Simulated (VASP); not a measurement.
# MnHg (Pm-3m) in VASP: density of states with PBE

Aim: the density of states of MnHg with PBE.

Program: VASP 6.6.1. These are calculated values, not measurements. Logs are shortened: lines on timing, memory, paths and dates and some standing lists are left out, and cuts for length are marked.

**1. The cell of the first run**

The structure is cubic, space group Pm-3m (No. 221). Conventional cell: a = 3.315 Å, b = 3.315 Å, c = 3.315 Å, α = 90.00°, β = 90.00°, γ = 90.00°. Mn (site symmetry m-3m) has 8 Hg at 2.87 Å and 6 Mn at 3.31 to 3.32 Å within 3.8 Å. Hg (site symmetry m-3m) has 8 Mn at 2.87 Å and 6 Hg at 3.31 Å within 3.8 Å.

**2. Density of states, PBE**

Contents of POSCAR:

```
MnHg
1.0
    3.3150000000      0.0000000000      0.0000000000
    0.0000000000      3.3150000000      0.0000000000
    0.0000000000      0.0000000000      3.3150000000
Mn Hg
1 1
Direct
    0.5000000000      0.5000000000      0.5000000000
    0.0000000000      0.0000000000      0.0000000000
```

Contents of INCAR.step1:

```
ALGO     = Normal         # electronic algorithm
EDIFF    = 1E-6           # SCF threshold, eV
ENCUT    = 520            # plane-wave cutoff, eV
GGA      = PE             # functional
ISIF     = 2              # what is computed and relaxed
ISMEAR   = -1             # smearing method
LASPH    = True           # aspherical terms in the spheres
LCHARG   = True           # write CHGCAR
LMAXMIX  = 4              # l up to which the mixer works
LREAL    = False          # projectors in reciprocal space
LWAVE    = False          # write WAVECAR
NBANDS   = 20             # bands
NELM     = 80             # most SCF steps
PREC     = Accurate       # precision mode
SIGMA    = 0.1            # smearing width, eV
```

Contents of KPOINTS.step1:

```
k-points
0
Gamma
  10 10 10
```

Contents of INCAR.step2:

```
ALGO     = Normal         # electronic algorithm
EDIFF    = 1E-6           # SCF threshold, eV
ENCUT    = 520            # plane-wave cutoff, eV
GGA      = PE             # functional
ICHARG   = 11             # starting density
ISIF     = 2              # what is computed and relaxed
ISMEAR   = -5             # smearing method
LASPH    = True           # aspherical terms in the spheres
LCHARG   = False          # write CHGCAR
LMAXMIX  = 4              # l up to which the mixer works
LORBIT   = 11             # projections on sites
LREAL    = False          # projectors in reciprocal space
LWAVE    = False          # write WAVECAR
NBANDS   = 20             # bands
NEDOS    = 1001           # points of the DOS
NELM     = 80             # most SCF steps
PREC     = Accurate       # precision mode
SIGMA    = 0.1            # smearing width, eV
```

Contents of KPOINTS.step2:

```
k-points
0
Gamma
  15 15 15
```

Potentials or basis: VASP PAW PBE potentials, release 64 (Mn_pv, Hg).

Command:

```console
> cat potpaw_PBE.64/Mn_pv/POTCAR potpaw_PBE.64/Hg/POTCAR > POTCAR
> cp INCAR.step1 INCAR
> cp KPOINTS.step1 KPOINTS
> mpirun -np 1 vasp_std > vasp.out
> cp INCAR.step2 INCAR
> cp KPOINTS.step2 KPOINTS
> mpirun -np 1 vasp_std > vasp.out
```

OUTCAR:

```text
EDIFF = 1E-6
   ENCUT = 520
   GGA = PE
   ICHARG = 11
   ISIF = 2
   ISMEAR = -5
   LASPH = True
   LORBIT = 11
   LREAL = False
   NELM = 80
   PREC = Accurate

 ion  position               nearest neighbor table
   1  0.500  0.500  0.500-   2 2.87   2 2.87   2 2.87   2 2.87   2 2.87   2 2.87   2 2.87   2 2.87

   2  0.000  0.000  0.000-   1 2.87   1 2.87   1 2.87   1 2.87   1 2.87   1 2.87   1 2.87   1 2.87

  LATTYP: Found a simple cubic cell.
 ALAT       =     3.3150000000

  Lattice vectors:

 A1 = (   3.3150000000,   0.0000000000,   0.0000000000)
 A2 = (   0.0000000000,   3.3150000000,   0.0000000000)
 A3 = (   0.0000000000,   0.0000000000,   3.3150000000)

Analysis of symmetry for initial positions (statically):
=====================================================================
 Subroutine PRICEL returns:
 Original cell was already a primitive cell.

 Routine SETGRP: Setting up the symmetry group for a
 simple cubic supercell.

 Subroutine GETGRP returns: Found 48 space group operations
 (whereof 48 operations were pure point group operations)
 out of a pool of 48 trial point group operations.

The static configuration has the point symmetry O_h .

Analysis of symmetry for dynamics (positions and initial velocities):
=====================================================================
 Subroutine PRICEL returns:
 Original cell was already a primitive cell.

 Routine SETGRP: Setting up the symmetry group for a
 simple cubic supercell.

 Subroutine GETGRP returns: Found 48 space group operations
 (whereof 48 operations were pure point group operations)
 out of a pool of 48 trial point group operations.

The dynamic configuration has the point symmetry O_h .

 Subroutine INISYM returns: Found 48 space group operations
 (whereof 48 operations are pure point group operations),
 and found     1 'primitive' translations

----------------------------------------------------------------------------------------

                                     Primitive cell

  volume of cell :      36.4293

  direct lattice vectors                    reciprocal lattice vectors
     3.315000000  0.000000000  0.000000000     0.301659125  0.000000000  0.000000000
     0.000000000  3.315000000  0.000000000     0.000000000  0.301659125  0.000000000
     0.000000000  0.000000000  3.315000000     0.000000000  0.000000000  0.301659125

  length of vectors
     3.315000000  3.315000000  3.315000000     0.301659125  0.301659125  0.301659125

[... 81 lines left out ...]
   NELM   =     80;   NELMIN=  2; NELMDL=  0     # of ELM steps
   EDIFF  = 0.1E-05   stopping-criterion for ELM
   LREAL  =      F    real-space projection
   EDIFFG = 0.1E-04   stopping-criterion for IOM
   NSW    =      0    number of steps for IOM
   IBRION =     -1    ionic relax: 0-MD 1-quasi-New 2-CG
   NFREE  =      0    steps in history (QN), initial steepest desc. (CG)
   ISIF   =      2    stress and relaxation
   ISYM   =      2    0-nonsym 1-usesym 2-fastsym
   POTIM  = 0.5000    time-step for ionic-motion
   TEBEG  =    0.0;   TEEND  =   0.0 temperature during run
   PSTRESS=    0.0 pullay stress
   NELECT =      25.0000    total number of electrons
   NUPDOWN=      -1.0000    fix difference up-down
   EMIN   =  10.00;   EMAX   =-10.00  energy-range for DOS
   EFERMI =   0.00;   METHOD = LEGACY
   ISMEAR =    -5;   SIGMA  =   0.10  broadening in eV -4-tet -1-fermi 0-gaus
   EFERMI_NEDOS =   21; number of points for ismear=-14 and -15
   IALGO  =     38    algorithm
   IMIX   =      4    mixing-type and parameters
     AMIX     =   0.40;   BMIX     =  1.00
     AMIX_MAG =   1.60;   BMIX_MAG =  1.00
  volume/ion in A,a.u.               =      18.21       122.92
  Fermi-wavevector in a.u.,A,eV,Ry     =   1.444014  2.728790 28.370534  2.085175
  Thomas-Fermi vector in A             =   2.562356
   LORBIT       =     11    0 simple, 1 ext, 2 COOP (PROOUT), +10 PAW based schemes
   GGA     = PE    functional components
   LHFCALC =     F    Hartree Fock is set to
   AEXX    =    0.0000 exact exchange contribution
   IVDW    =     0    specifies the selected vdW correction
   LEPSILON=     F    determine dielectric tensor
   LRPA    =     F    only Hartree local field effects (RPA)
 non-spin polarized calculation
 Fermi weights with tetrahedron method with Bloechl corrections
  energy-cutoff  :      520.00
  volume of cell :       36.43
 maximum number of plane-waves:       995
 NGX is ok and might be reduce to    28

 number of electron      25.0000012 magnetization

 Free energy of the ion-electron system (eV)
  ---------------------------------------------------
  ext. energy  EPLUGINS =         0.00000000
  ---------------------------------------------------
  free energy    TOTEN  =        -7.02688760 eV

  energy without entropy =       -7.02688760  energy(sigma->0) =       -7.02688760

 E-fermi :   4.7919     XC(G=0): -11.7295

 val. band max:        4.8333257049   @ k =   0.1333   0.1333   0.1333
 cond. band min:       4.7976745528   @ k =   0.3333   0.2000   0.2000
 fundamental gap:     -0.0356511521
 Fermi energy:         4.7919010432

 k-point     1 :       0.0000    0.0000    0.0000
  band No.  band energies     occupation
      1     -42.8671      2.00000
      2     -42.8671      2.00000
      3     -42.8671      2.00000
      4      -4.0695      2.00000
      5      -2.9370      2.00000
      6      -2.9370      2.00000
[... 541 lines left out ...]
     19      16.8995      0.00000
     20      19.0926      0.00000

 [... further k-points ...]
[... 5 lines left out ...]
  --------------------------------------------------------------------------------------
  -------------------------------------------------------------------------------------
  Total       -4.2958812     -4.2958812     -4.2958812      0.0000000      0.0000000     -0.0000000
  in kB     -188.9349276   -188.9349276   -188.9349276      0.0000000      0.0000000     -0.0000000
  external PRESSURE =    -188.9349276 kB  Pullay stress =       0.0000000 kB

 VOLUME and BASIS-vectors are now :
 -----------------------------------------------------------------------------
  energy-cutoff  :      520.00
  volume of cell :       36.43
      direct lattice vectors                 reciprocal lattice vectors
     3.315000000  0.000000000  0.000000000     0.301659125  0.000000000  0.000000000
     0.000000000  3.315000000  0.000000000     0.000000000  0.301659125  0.000000000
     0.000000000  0.000000000  3.315000000     0.000000000  0.000000000  0.301659125

 POSITION                                       TOTAL-FORCE (eV/Angst)
 -----------------------------------------------------------------------------------
      1.65750      1.65750      1.65750         0.000000      0.000000      0.000000
      0.00000      0.00000      0.00000         0.000000      0.000000      0.000000
 -----------------------------------------------------------------------------------
    total drift:                                0.000000      0.000000      0.000000

  FREE ENERGIE OF THE ION-ELECTRON SYSTEM (eV)
  ---------------------------------------------------
  free  energy   TOTEN  =        -7.0268876021 eV

  energy  without entropy=       -7.0268876021  energy(sigma->0) =       -7.02688760

 total charge

# of ion       s       p       d       tot
------------------------------------------
    1        0.222   6.147   5.069  11.438
    2        0.792   0.485   9.250  10.527
--------------------------------------------------
tot          1.014   6.632  14.319  21.965
```

Wall time 34 s (1 thread of Intel Xeon 6975P-C (Granite Rapids), shared host); peak memory 0.21 GiB.

Results:

```yaml
Valence_electrons_inside_the_program's_atomic_spheres: Mn 11.44; Hg 10.53
```

Caveat: spin-orbit coupling is left out, which moves the levels of the heavy elements; tetrahedron occupations give inexact forces and stress in metals. Spin polarisation is off, so any magnetic state and its effect on volume and gap are missing.
